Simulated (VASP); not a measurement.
# Al in VASP: further runs

Runs on Al. Level: PBE+D3(BJ). Tasks: single point.

Everything below comes from runs of VASP 6.6.1. Logs are shortened: lines on timing, memory, paths and dates and some standing lists are left out, and cuts for length are marked.

**1. The cell of the first run**

The structure is tetragonal, space group I4/mmm (No. 139). The conventional cell has a = 2.816 Å, b = 2.816 Å, c = 3.703 Å, α = 90.00°, β = 90.00°, γ = 90.00°. Al (site symmetry 4/mmm) has 14 Al at 2.72 to 3.70 Å within 3.8 Å.

**2. Single point, PBE+D3(BJ) (engineering shear strain xz +0.0000, normal strain along z -0.0700)**

File INCAR:

```
SYSTEM = Al
  ALGO = Normal
  EDIFF = 1E-6
  ENCUT = 520
  GGA = PE
  ISIF = 2
  ISMEAR = 0
  IVDW = 12
  LASPH = .TRUE.
  LCHARG = .FALSE.
  LREAL = .FALSE.
  LWAVE = .FALSE.
  NBANDS = 8
  NELM = 60
  PREC = Accurate
  SIGMA = 0.15
```

File KPOINTS:

```
k-points
0
G
  20 20 20
  0 0 0
```

File POSCAR:

```
Al
1.0
    0.0000000000      1.9910220790      1.8516505335
    1.9910220790      0.0000000000      1.8516505335
    1.9910220790      1.9910220790      0.0000000000
Al
1
Direct
    0.0000000000      0.0000000000      0.0000000000
```

Potentials or basis: VASP PAW PBE potentials, release 64 (Al).

Run with:

```
$ cat potpaw_PBE.64/Al/POTCAR > POTCAR
$ mpirun -np 1 vasp_std > vasp.out
```

OUTCAR:

```text
SYSTEM = Al
   EDIFF = 1E-6
   ENCUT = 520
   GGA = PE
   ISIF = 2
   ISMEAR = 0
   IVDW = 12
   LASPH = .TRUE.
   LREAL = .FALSE.
   NELM = 60
   PREC = Accurate
 IVDW          = 12

 ion  position               nearest neighbor table
   1  0.000  0.000  0.000-

  LATTYP: Found a body centered tetragonal cell.
 ALAT       =     2.8157304271
 C/A-ratio  =     1.3152186130

  Lattice vectors:

 A1 = (   0.0000000000,  -1.9910220790,  -1.8516505335)
 A2 = (   0.0000000000,   1.9910220790,  -1.8516505335)
 A3 = (   1.9910220790,   0.0000000000,   1.8516505335)

Analysis of symmetry for initial positions (statically):
=====================================================================
 Subroutine PRICEL returns:
 Original cell was already a primitive cell.

 Routine SETGRP: Setting up the symmetry group for a
 body centered tetragonal supercell.

 Subroutine GETGRP returns: Found 16 space group operations
 (whereof 16 operations were pure point group operations)
 out of a pool of 16 trial point group operations.

The static configuration has the point symmetry D_4h.

Analysis of symmetry for dynamics (positions and initial velocities):
=====================================================================
 Subroutine PRICEL returns:
 Original cell was already a primitive cell.

 Routine SETGRP: Setting up the symmetry group for a
 body centered tetragonal supercell.

 Subroutine GETGRP returns: Found 16 space group operations
 (whereof 16 operations were pure point group operations)
 out of a pool of 16 trial point group operations.

The dynamic configuration has the point symmetry D_4h.

 Subroutine INISYM returns: Found 16 space group operations
 (whereof 16 operations are pure point group operations),
 and found     1 'primitive' translations

----------------------------------------------------------------------------------------

                                     Primitive cell

  volume of cell :      14.6805

  direct lattice vectors                    reciprocal lattice vectors
     0.000000000  1.991022079  1.851650533    -0.251127301  0.251127301  0.270029355
     1.991022079  0.000000000  1.851650533     0.251127301 -0.251127301  0.270029355
     1.991022079  1.991022079  0.000000000     0.251127301  0.251127301 -0.270029355

  length of vectors
     2.718966461  2.718966461  2.815730427     0.446145374  0.446145374  0.446145374

  position of ions in fractional coordinates (direct lattice)
     0.000000000  0.000000000  0.000000000

  ion indices of the primitive-cell ions
[... 77 lines left out ...]
   NSW    =      0    number of steps for IOM
   IBRION =     -1    ionic relax: 0-MD 1-quasi-New 2-CG
   NFREE  =      0    steps in history (QN), initial steepest desc. (CG)
   ISIF   =      2    stress and relaxation
   ISYM   =      2    0-nonsym 1-usesym 2-fastsym
   POTIM  = 0.5000    time-step for ionic-motion
   TEBEG  =    0.0;   TEEND  =   0.0 temperature during run
   PSTRESS=    0.0 pullay stress
   NELECT =       3.0000    total number of electrons
   NUPDOWN=      -1.0000    fix difference up-down
   EMIN   =  10.00;   EMAX   =-10.00  energy-range for DOS
   EFERMI =   0.00;   METHOD = LEGACY
   ISMEAR =     0;   SIGMA  =   0.15  broadening in eV -4-tet -1-fermi 0-gaus
   EFERMI_NEDOS =   21; number of points for ismear=-14 and -15
   IALGO  =     38    algorithm
   IMIX   =      4    mixing-type and parameters
     AMIX     =   0.40;   BMIX     =  1.00
     AMIX_MAG =   1.60;   BMIX_MAG =  1.00
  volume/ion in A,a.u.               =      14.68        99.07
  Fermi-wavevector in a.u.,A,eV,Ry     =   0.964276  1.822218 12.651091  0.929829
  Thomas-Fermi vector in A             =   2.093894
   LORBIT       =      0    0 simple, 1 ext, 2 COOP (PROOUT), +10 PAW based schemes
   GGA     = PE    functional components
   LHFCALC =     F    Hartree Fock is set to
   AEXX    =    0.0000 exact exchange contribution
   IVDW    =    12    specifies the selected vdW correction
   LEPSILON=     F    determine dielectric tensor
   LRPA    =     F    only Hartree local field effects (RPA)
 non-spin polarized calculation
 Gauss-broadening in eV      SIGMA  =   0.15
  energy-cutoff  :      520.00
  volume of cell :       14.68
 maximum number of plane-waves:       426
   NGX = 11   NGY = 11   NGZ = 11

 number of electron       3.0000000 magnetization

 Free energy of the ion-electron system (eV)
  ---------------------------------------------------
  ext. energy  EPLUGINS =         0.00000000
  ---------------------------------------------------
  free energy    TOTEN  =        -3.67573342 eV

  energy without entropy =       -3.67149933  energy(sigma->0) =       -3.67361637

 E-fermi :   9.2654     XC(G=0): -10.6270

 val. band max:        9.2527549217   @ k =   0.4000   0.1000   0.0500
 cond. band min:       9.2830765360   @ k =  -0.3500   0.5000   0.1500
 fundamental gap:      0.0303216142
 Fermi energy:         9.2653597379

 k-point     1 :       0.0000    0.0000    0.0000
  band No.  band energies     occupation
      1      -2.6915      2.00000
      2      22.3652      0.00000
      3      22.3652      0.00000
      4      23.1791      0.00000
      5      24.8626      0.00000
      6      25.1205      0.00000
      7      25.1205      0.00000
      8      26.7056      0.00000
[... 243 lines left out ...]
 k-point    24 :      -0.3500    0.0500    0.0000
  band No.  band energies     occupation
      1       1.2039      2.00000
      2       8.8407      1.99994
      3      20.4120      0.00000
      4      20.9217      0.00000
      5      21.5896      0.00000
      6      23.1235      0.00000
      7      25.1701      0.00000
      8      30.0060      0.00000

 [... further k-points ...]

------------------------ aborting loop because EDIFF is reached ----------------------------------------

 Edisp (eV)   -0.37979

 E8    (eV) :    -0.1701

  FORCE on cell =-STRESS in cart. coord.  units (eV):
  Direction    XX          YY          ZZ          XY          YZ          ZX
  --------------------------------------------------------------------------------------
  -------------------------------------------------------------------------------------
  Total       0.54632     0.54632     1.07929     0.00000     0.00000    -0.00000
  in kB      59.62345    59.62345   117.78984     0.00000     0.00000    -0.00000
  external pressure =       79.01 kB  Pullay stress =        0.00 kB

 VOLUME and BASIS-vectors are now :
 -----------------------------------------------------------------------------
  energy-cutoff  :      520.00
  volume of cell :       14.68
      direct lattice vectors                 reciprocal lattice vectors
     0.000000000  1.991022079  1.851650533    -0.251127301  0.251127301  0.270029355
     1.991022079  0.000000000  1.851650533     0.251127301 -0.251127301  0.270029355
     1.991022079  1.991022079  0.000000000     0.251127301  0.251127301 -0.270029355

 POSITION                                       TOTAL-FORCE (eV/Angst)
 -----------------------------------------------------------------------------------
      0.00000      0.00000      0.00000        -0.000000      0.000000      0.000000
 -----------------------------------------------------------------------------------
    total drift:                               -0.000000      0.000000      0.000000

  FREE ENERGIE OF THE ION-ELECTRON SYSTEM (eV)
  ---------------------------------------------------
  free  energy   TOTEN  =        -4.0555253404 eV

  energy  without entropy=       -4.0512912469  energy(sigma->0) =       -4.05340829
```

stdout:

```text
POSCAR found type information on POSCAR Al
 POSCAR found :  1 types and       1 ions
 scaLAPACK will be used
 LDA part: xc-table for (Slater+PW92), standard interpolation
 POSCAR, INCAR and KPOINTS ok, starting setup
 FFT: planning ... GRIDC
 FFT: planning ... GRID_SOFT
 FFT: planning ... GRID
 WAVECAR not read
 entering main loop
```

It took 20 s on 1 thread of Intel Xeon 6975P-C (Granite Rapids), shared host; peak memory 0.19 GiB.

Results:

```yaml
Free_energy: -4.0555 eV
Pressure: 7.9 GPa
Band_gap_on_the_k_mesh: zero (an odd number of electrons rules out a gap without spin polarisation)
Dispersion_energy_per_atom: -0.380 eV
```

Stress tensor (GPa, compression positive):
```
 5.96  0.00  0.00
 0.00  5.96  0.00
 0.00  0.00 11.78
```

Levels at points of the mesh, in eV from the Fermi level:
| k point | band 1 | band 2 | band 3 | band 4 |
| --- | --- | --- | --- | --- |
| (0.00, 0.00, 0.00) | -11.96 | 13.10 | 13.10 | 13.91 |
| (0.50, 0.00, 0.00) | -5.05 | -4.51 | 11.17 | 11.79 |
| (0.50, 0.50, 0.00) | -2.36 | -0.61 | 4.70 | 5.24 |
| (0.50, 0.00, 0.50) | -3.57 | -2.14 | 5.67 | 6.50 |

Caveat: the cell differs from its parent crystal (engineering shear strain xz +0.0000, normal strain along z -0.0700); the cell stands under pressure.

**3. Single point, PBE+D3(BJ) (engineering shear strain xz +0.0000, normal strain along z -0.0467)**

File INCAR:

```
  PREC = Accurate
  ENCUT = 520
  EDIFF = 1E-6
  ISMEAR = 0
  SIGMA = 0.15
  LREAL = False
  LASPH = True
  NELM = 100
  ALGO = Fast
  ISIF = 2
  LWAVE = False
  LCHARG = False
  GGA = PE
  IVDW = 12
  NBANDS = 8
```

File KPOINTS:

```
Automatic mesh
0
Gamma
  20 20 20
```

File POSCAR:

```
Al
1.0
    0.0000000000      1.9910220790      1.8980413479
    1.9910220790      0.0000000000      1.8980413479
    1.9910220790      1.9910220790      0.0000000000
Al
1
Direct
    0.0000000000      0.0000000000      0.0000000000
```

Potentials or basis: VASP PAW PBE potentials, release 64 (Al).

Run with:

```
$ cat potpaw_PBE.64/Al/POTCAR > POTCAR
$ mpirun -np 1 vasp_std > vasp.out
```

OUTCAR:

```text
PREC = Accurate
   ENCUT = 520
   EDIFF = 1E-6
   ISMEAR = 0
   LREAL = False
   LASPH = True
   NELM = 100
   ISIF = 2
   GGA = PE
   IVDW = 12
 IVDW          = 12

 ion  position               nearest neighbor table
   1  0.000  0.000  0.000-

  LATTYP: Found a body centered tetragonal cell.
 ALAT       =     2.8157304271
 C/A-ratio  =     1.3481697890

  Lattice vectors:

 A1 = (   0.0000000000,  -1.9910220790,  -1.8980413479)
 A2 = (   0.0000000000,   1.9910220790,  -1.8980413479)
 A3 = (   1.9910220790,   0.0000000000,   1.8980413479)

Analysis of symmetry for initial positions (statically):
=====================================================================
 Subroutine PRICEL returns:
 Original cell was already a primitive cell.

 Routine SETGRP: Setting up the symmetry group for a
 body centered tetragonal supercell.

 Subroutine GETGRP returns: Found 16 space group operations
 (whereof 16 operations were pure point group operations)
 out of a pool of 16 trial point group operations.

The static configuration has the point symmetry D_4h.

[... 162 lines left out ...]
 cond. band min:       8.9981698562   @ k =  -0.2500   0.4000   0.3000
 fundamental gap:      0.0091919078
 Fermi energy:         8.9962616126

 k-point     1 :       0.0000    0.0000    0.0000
  band No.  band energies     occupation
      1      -2.7910      2.00000
      2      21.9906      0.00000
      3      21.9906      0.00000
      4      22.5265      0.00000
      5      24.2624      0.00000
      6      24.4325      0.00000
      7      24.4325      0.00000
      8      26.1836      0.00000
[... 243 lines left out ...]
 k-point    24 :      -0.3500    0.0500    0.0000
  band No.  band energies     occupation
      1       1.0613      2.00000
      2       8.5102      2.00000
      3      19.5962      0.00000
      4      20.8372      0.00000
      5      21.2938      0.00000
      6      22.8407      0.00000
      7      24.6761      0.00000
      8      28.6934      0.00000

 [... further k-points ...]

------------------------ aborting loop because EDIFF is reached ----------------------------------------

 Edisp (eV)   -0.37015

 E8    (eV) :    -0.1658

  FORCE on cell =-STRESS in cart. coord.  units (eV):
  Direction    XX          YY          ZZ          XY          YZ          ZX
  --------------------------------------------------------------------------------------
  -------------------------------------------------------------------------------------
  Total       0.33555     0.33555     0.68903     0.00000    -0.00000     0.00000
  in kB      35.72516    35.72516    73.35978     0.00000    -0.00000     0.00000
  external pressure =       48.27 kB  Pullay stress =        0.00 kB

 VOLUME and BASIS-vectors are now :
 -----------------------------------------------------------------------------
  energy-cutoff  :      520.00
  volume of cell :       15.05
      direct lattice vectors                 reciprocal lattice vectors
     0.000000000  1.991022079  1.898041348    -0.251127301  0.251127301  0.263429456
     1.991022079  0.000000000  1.898041348     0.251127301 -0.251127301  0.263429456
     1.991022079  1.991022079  0.000000000     0.251127301  0.251127301 -0.263429456

 POSITION                                       TOTAL-FORCE (eV/Angst)
 -----------------------------------------------------------------------------------
      0.00000      0.00000      0.00000         0.000000      0.000000      0.000000
 -----------------------------------------------------------------------------------
    total drift:                                0.000000     -0.000000     -0.000000

  FREE ENERGIE OF THE ION-ELECTRON SYSTEM (eV)
  ---------------------------------------------------
  free  energy   TOTEN  =        -4.0776854627 eV

  energy  without entropy=       -4.0737461665  energy(sigma->0) =       -4.07571581
```

OSZICAR:

```text
N       E                     dE             d eps       ncg     rms          rms(c)
DAV:   1    -0.220732430968E+01   -0.22073E+01   -0.91802E+02 10304   0.211E+02
DAV:   2    -0.372501687718E+01   -0.15177E+01   -0.14738E+01 14544   0.197E+01
DAV:   3    -0.373197666985E+01   -0.69598E-02   -0.69485E-02 13200   0.148E+00
DAV:   4    -0.373199381162E+01   -0.17142E-04   -0.17142E-04 16224   0.641E-02
DAV:   5    -0.373199385392E+01   -0.42298E-07   -0.41901E-07 13112   0.180E-03    0.147E+00
RMM:   6    -0.371780980256E+01    0.14184E-01   -0.80551E-04 10269   0.162E-01    0.863E-01
RMM:   7    -0.370751971838E+01    0.10290E-01   -0.27605E-03 11897   0.284E-01    0.133E-01
RMM:   8    -0.370753739771E+01   -0.17679E-04   -0.16732E-04 11527   0.804E-02    0.243E-02
RMM:   9    -0.370753932105E+01   -0.19233E-05   -0.23790E-05 11917   0.303E-02    0.133E-02
RMM:  10    -0.370753848597E+01    0.83507E-06   -0.46831E-06 12208   0.133E-02
   1 F= -.40776855E+01 E0= -.40757158E+01  d E =-.393930E-02
```

stdout:

```text
POSCAR found type information on POSCAR Al
 POSCAR found :  1 types and       1 ions
 scaLAPACK will be used
 LDA part: xc-table for (Slater+PW92), standard interpolation
 POSCAR, INCAR and KPOINTS ok, starting setup
 FFT: planning ... GRIDC
 FFT: planning ... GRID_SOFT
 FFT: planning ... GRID
 WAVECAR not read
 entering main loop
```

Run time: 20 s. Hardware: 1 thread of Intel Xeon 6975P-C (Granite Rapids), shared host; peak memory 0.18 GiB.

What came out:

```
Free energy                : -4.0777 eV
Pressure                   : 4.8 GPa
Band gap on the k mesh     : zero (an odd number of electrons rules out a gap without spin polarisation)
Dispersion energy per atom : -0.370 eV
```

Levels at points of the mesh, in eV from the Fermi level:
```csv
k point,band 1,band 2,band 3,band 4
"(0.00, 0.00, 0.00)",-11.79,12.99,12.99,13.53
"(0.50, 0.00, 0.00)",-4.96,-4.50,11.33,11.82
"(0.50, 0.50, 0.00)",-2.62,-0.96,4.89,5.43
"(0.50, 0.00, 0.50)",-3.39,-1.97,5.50,6.23
```

Caveat: the cell differs from its parent crystal (engineering shear strain xz +0.0000, normal strain along z -0.0467); the cell stands under pressure.

(Part 1 of 2 ends here.)
